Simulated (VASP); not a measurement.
# W (Fm-3m) in VASP: a series of runs, part 2 of 2

VASP 6.6.1. The steps go on from the part before.

## (4) Single point, PBEsol

This run uses another cell than the first one: it holds 1 atom, not 2.

INCAR

```
SYSTEM = W
PREC = Accurate
ENCUT = 500
EDIFF = 1E-6
ISMEAR = 0
SIGMA = 0.1
LREAL = .False.
LASPH = .True.
NELM = 120
ALGO = Normal
ISIF = 2
LWAVE = .False.
LCHARG = .False.
GGA = PS
NBANDS = 13
GGA_COMPAT = .False.
```

KPOINTS

```
Automatic mesh
0
Gamma
  8 8 8
  0 0 0
```

POSCAR

```
W
1.0
    0.0000000000      2.0300000000      2.0300000000
    2.0300000000      0.0000000000      2.0300000000
    2.0300000000      2.0300000000      0.0000000000
W
1
Direct
    0.0000000000      0.0000000000      0.0000000000
```

Potentials or basis: VASP PAW PBE potentials, release 64 (W_sv).

Run with:

```
cat potpaw_PBE.64/W_sv/POTCAR > POTCAR
mpirun -np 1 vasp_std > vasp.out
```

OUTCAR:

```text
SYSTEM = W
   PREC = Accurate
   ENCUT = 500
   EDIFF = 1E-6
   ISMEAR = 0
   LREAL = .False.
   LASPH = .True.
   NELM = 120
   ISIF = 2
   GGA = PS

 ion  position               nearest neighbor table
   1  0.000  0.000  0.000-

  LATTYP: Found a face centered cubic cell.
 ALAT       =     4.0600000000

  Lattice vectors:

 A1 = (   0.0000000000,   2.0300000000,   2.0300000000)
 A2 = (   2.0300000000,   0.0000000000,   2.0300000000)
 A3 = (   2.0300000000,   2.0300000000,   0.0000000000)

Analysis of symmetry for initial positions (statically):
=====================================================================
 Subroutine PRICEL returns:
 Original cell was already a primitive cell.

 Routine SETGRP: Setting up the symmetry group for a
 face centered cubic supercell.

 Subroutine GETGRP returns: Found 48 space group operations
 (whereof 48 operations were pure point group operations)
 out of a pool of 48 trial point group operations.

The static configuration has the point symmetry O_h .

Analysis of symmetry for dynamics (positions and initial velocities):
=====================================================================
 Subroutine PRICEL returns:
 Original cell was already a primitive cell.

 Routine SETGRP: Setting up the symmetry group for a
 face centered cubic supercell.

 Subroutine GETGRP returns: Found 48 space group operations
 (whereof 48 operations were pure point group operations)
 out of a pool of 48 trial point group operations.

The dynamic configuration has the point symmetry O_h .

 Subroutine INISYM returns: Found 48 space group operations
 (whereof 48 operations are pure point group operations),
 and found     1 'primitive' translations

----------------------------------------------------------------------------------------

                                     Primitive cell

  volume of cell :      16.7309

  direct lattice vectors                    reciprocal lattice vectors
     0.000000000  2.030000000  2.030000000    -0.246305419  0.246305419  0.246305419
     2.030000000  0.000000000  2.030000000     0.246305419 -0.246305419  0.246305419
     2.030000000  2.030000000  0.000000000     0.246305419  0.246305419 -0.246305419

  length of vectors
     2.870853532  2.870853532  2.870853532     0.426613499  0.426613499  0.426613499

  position of ions in fractional coordinates (direct lattice)
     0.000000000  0.000000000  0.000000000

  ion indices of the primitive-cell ions
   primitive index   ion index
                 1           1

----------------------------------------------------------------------------------------

 KPOINTS: Automatic mesh

Automatic generation of k-mesh.
 Grid dimensions read from file:
 generate k-points for:    8    8    8

 Generating k-lattice:

  Cartesian coordinates                     Fractional coordinates (reciprocal lattice)
    -0.030788177  0.030788177  0.030788177     0.125000000  0.000000000  0.000000000
     0.030788177 -0.030788177  0.030788177     0.000000000  0.125000000  0.000000000
     0.030788177  0.030788177 -0.030788177     0.000000000  0.000000000  0.125000000

  Length of vectors
     0.053326687  0.053326687  0.053326687

  Shift w.r.t. Gamma in fractional coordinates (k-lattice)
     0.000000000  0.000000000  0.000000000

 Subroutine IBZKPT returns following result:
 ===========================================

 Found     29 irreducible k-points:

 Following reciprocal coordinates:
            Coordinates               Weight
  0.000000  0.000000  0.000000      1.000000
  0.125000  0.000000  0.000000      8.000000
  0.250000  0.000000  0.000000      8.000000
  0.375000  0.000000  0.000000      8.000000
  0.500000  0.000000  0.000000      4.000000
  0.125000  0.125000  0.000000      6.000000
[... 16 lines left out ...]
  0.500000  0.250000  0.125000     48.000000
 -0.375000  0.250000  0.125000     24.000000
 [... further k-points ...]
   k-points           NKPTS =     29   k-points in BZ     NKDIM =     29   number of bands    NBANDS=     13
   number of dos      NEDOS =    301   number of ions     NIONS =      1
   total plane-waves  NPLWV =  13824
   dimension x,y,z NGX =    24 NGY =   24 NGZ =   24
   dimension x,y,z NGXF=    48 NGYF=   48 NGZF=   48
   ions per type =               1
   NGX,Y,Z   is equivalent  to a cutoff of  13.90, 13.90, 13.90 a.u.
   NGXF,Y,Z  is equivalent  to a cutoff of  27.80, 27.80, 27.80 a.u.
 SYSTEM =  W
   PREC   = accura    normal or accurate (medium, high low for compatibility)
   ISTART =      0    job   : 0-new  1-cont  2-samecut
   ICHARG =      2    charge: 1-file 2-atom 10-const
   ISPIN  =      1    spin polarized calculation?
   LNONCOLLINEAR =      F non collinear calculations
   LSORBIT =      F    spin-orbit coupling
   LASPH  =      T    aspherical Exc in radial PAW
   ENCUT  =  500.0 eV  36.75 Ry    6.06 a.u.   5.23  5.23  5.23*2*pi/ulx,y,z
   NELM   =    120;   NELMIN=  2; NELMDL= -5     # of ELM steps
   EDIFF  = 0.1E-05   stopping-criterion for ELM
   LREAL  =      F    real-space projection
   EDIFFG = 0.1E-04   stopping-criterion for IOM
   NSW    =      0    number of steps for IOM
   IBRION =     -1    ionic relax: 0-MD 1-quasi-New 2-CG
   NFREE  =      0    steps in history (QN), initial steepest desc. (CG)
   ISIF   =      2    stress and relaxation
   ISYM   =      2    0-nonsym 1-usesym 2-fastsym
   POTIM  = 0.5000    time-step for ionic-motion
   TEBEG  =    0.0;   TEEND  =   0.0 temperature during run
   PSTRESS=    0.0 pullay stress
   NELECT =      14.0000    total number of electrons
   NUPDOWN=      -1.0000    fix difference up-down
   EMIN   =  10.00;   EMAX   =-10.00  energy-range for DOS
   EFERMI =   0.00;   METHOD = LEGACY
   ISMEAR =     0;   SIGMA  =   0.10  broadening in eV -4-tet -1-fermi 0-gaus
   EFERMI_NEDOS =   21; number of points for ismear=-14 and -15
   IALGO  =     38    algorithm
   IMIX   =      4    mixing-type and parameters
     AMIX     =   0.40;   BMIX     =  1.00
     AMIX_MAG =   1.60;   BMIX_MAG =  1.00
  volume/ion in A,a.u.               =      16.73       112.91
  Fermi-wavevector in a.u.,A,eV,Ry     =   1.542688  2.915258 32.380324  2.379887
  Thomas-Fermi vector in A             =   2.648457
   LORBIT       =      0    0 simple, 1 ext, 2 COOP (PROOUT), +10 PAW based schemes
   GGA     = PS    functional components
   LHFCALC =     F    Hartree Fock is set to
   AEXX    =    0.0000 exact exchange contribution
   IVDW    =     0    specifies the selected vdW correction
   LEPSILON=     F    determine dielectric tensor
   LRPA    =     F    only Hartree local field effects (RPA)
 non-spin polarized calculation
 Gauss-broadening in eV      SIGMA  =   0.10
  energy-cutoff  :      500.00
  volume of cell :       16.73
 maximum number of plane-waves:       444
 NGX is ok and might be reduce to    24

 number of electron      14.0000002 magnetization

 Free energy of the ion-electron system (eV)
  ---------------------------------------------------
  ext. energy  EPLUGINS =         0.00000000
  ---------------------------------------------------
  free energy    TOTEN  =       -13.29712772 eV

  energy without entropy =      -13.28859778  energy(sigma->0) =      -13.29286275

 E-fermi :   9.9815     XC(G=0): -13.4520

 val. band max:        9.9785846000   @ k =   0.2500   0.1250   0.0000
 cond. band min:      10.0395835689   @ k =   0.1250   0.1250   0.0000
 fundamental gap:      0.0609989689
 Fermi energy:         9.9815367683

 k-point     1 :       0.0000    0.0000    0.0000
  band No.  band energies     occupation
      1     -63.6361      2.00000
      2     -27.2838      2.00000
      3     -27.2838      2.00000
      4     -27.2838      2.00000
      5       1.1528      2.00000
      6       9.5070      2.00000
      7       9.5070      2.00000
      8       9.5070      2.00000
      9      12.5365      0.00000
     10      12.5365      0.00000
     11      22.8568      0.00000
     12      27.9478      0.00000
     13      27.9478      0.00000
[... 353 lines left out ...]
 k-point    24 :      -0.3750    0.2500    0.1250
  band No.  band energies     occupation
      1     -63.5225      2.00000
      2     -28.2153      2.00000
      3     -27.7157      2.00000
      4     -27.5203      2.00000
      5       6.1010      2.00000
      6       7.5621      2.00000
      7       9.1570      2.00000
      8      10.7334      0.00000
      9      14.4586      0.00000
     10      17.7187      0.00000
     11      18.9743      0.00000
     12      25.5842      0.00000
     13      26.6958      0.00000

 [... further k-points ...]

------------------------ aborting loop because EDIFF is reached ----------------------------------------

  FORCE on cell =-STRESS in cart. coord.  units (eV):
  Direction    XX          YY          ZZ          XY          YZ          ZX
  --------------------------------------------------------------------------------------
  -------------------------------------------------------------------------------------
  Total       -1.2311822     -1.2311822     -1.2311822      0.0000000      0.0000000      0.0000000
  in kB     -117.9002697   -117.9002697   -117.9002697      0.0000000      0.0000000      0.0000000
  external PRESSURE =    -117.9002697 kB  Pullay stress =       0.0000000 kB

 VOLUME and BASIS-vectors are now :
 -----------------------------------------------------------------------------
  energy-cutoff  :      500.00
  volume of cell :       16.73
      direct lattice vectors                 reciprocal lattice vectors
     0.000000000  2.030000000  2.030000000    -0.246305419  0.246305419  0.246305419
     2.030000000  0.000000000  2.030000000     0.246305419 -0.246305419  0.246305419
     2.030000000  2.030000000  0.000000000     0.246305419  0.246305419 -0.246305419

 POSITION                                       TOTAL-FORCE (eV/Angst)
 -----------------------------------------------------------------------------------
      0.00000      0.00000      0.00000        -0.000000     -0.000000      0.000000
 -----------------------------------------------------------------------------------
    total drift:                               -0.000000      0.000000     -0.000000

  FREE ENERGIE OF THE ION-ELECTRON SYSTEM (eV)
  ---------------------------------------------------
  free  energy   TOTEN  =       -13.2971277162 eV

  energy  without entropy=      -13.2885977755  energy(sigma->0) =      -13.29286275
```

OSZICAR:

```text
N       E                     dE             d eps       ncg     rms          rms(c)
DAV:   1     0.791083039189E+02    0.79108E+02   -0.71297E+03   762   0.117E+03
DAV:   2    -0.123303479308E+02   -0.91439E+02   -0.88057E+02   874   0.304E+02
DAV:   3    -0.140016382396E+02   -0.16713E+01   -0.16600E+01   829   0.391E+01
DAV:   4    -0.140086509541E+02   -0.70127E-02   -0.70125E-02   814   0.282E+00
DAV:   5    -0.140087106929E+02   -0.59739E-04   -0.59739E-04   834   0.246E-01    0.190E+01
DAV:   6    -0.134453649692E+02    0.56335E+00   -0.48820E-01   809   0.897E+00    0.715E+00
DAV:   7    -0.133032632483E+02    0.14210E+00   -0.22194E-01   839   0.569E+00    0.630E-01
DAV:   8    -0.132971150074E+02    0.61482E-02   -0.38933E-03   754   0.787E-01    0.122E-01
DAV:   9    -0.132971259323E+02   -0.10925E-04   -0.59239E-05   994   0.857E-02    0.548E-02
DAV:  10    -0.132971270861E+02   -0.11538E-05   -0.45930E-06   794   0.286E-02    0.191E-02
DAV:  11    -0.132971277162E+02   -0.63017E-06   -0.14224E-07   437   0.356E-03
   1 F= -.13297128E+02 E0= -.13292863E+02  d E =-.852994E-02
```

Run time: 9.5 s. Hardware: 1 thread of Intel Xeon 8259CL, shared host; peak memory 0.14 GiB.

Results:

| Property | Result |
| --- | --- |
| Free energy | -13.2971 eV |
| Pressure | -11.8 GPa |
| Band gap on the k mesh | zero (band 7 reaches 13.01 eV, above the bottom of band 8 at 9.51 eV) |

Levels at points of the mesh, in eV from the Fermi level:
```
           k point  band 5  band 6  band 7  band 8  band 9  band 10
(0.00, 0.00, 0.00)   -8.83   -0.47   -0.47   -0.47    2.55     2.55
(0.50, 0.00, 0.00)   -5.44   -0.69   -0.69    0.67    4.97     4.97
(0.50, 0.50, 0.00)   -5.29   -4.33    3.03    4.93    5.69     5.69
```

Caveat: the PAW data sets were made with another functional, which shifts forces and pressure a little; spin-orbit coupling is left out, which moves the levels of the heavy elements.

## (5) Overview

| cell | k mesh | cutoff (eV) | smearing | gap on the mesh (eV) | pressure (GPa) |
| --- | --- | --- | --- | --- | --- |
| a = 2.827, b = 2.827, c = 3.998 Å, 2 atoms | 16 × 16 × 12 | 520 | gaussian 0.15 eV | none | 0.7 |
| a = 2.829 Å, angles 60.0°, 1 atom | 8 × 8 × 8 | 500 | gaussian 0.1 eV | none | 0.7 |
| a = 2.871 Å, angles 60.0°, 1 atom | 8 × 8 × 8 | 500 | gaussian 0.1 eV | none | -11.8 |

Alike in all rows: task single point; level PBEsol; potentials or basis VASP PAW PBE potentials, release 64 (W_sv); no spin polarisation.

Caveats: the PAW data sets were made with another functional, which shifts forces and pressure a little; spin-orbit coupling is left out, which moves the levels of the heavy elements.

Total energies depend on the potentials used, so only differences within one code and one set of settings carry meaning.
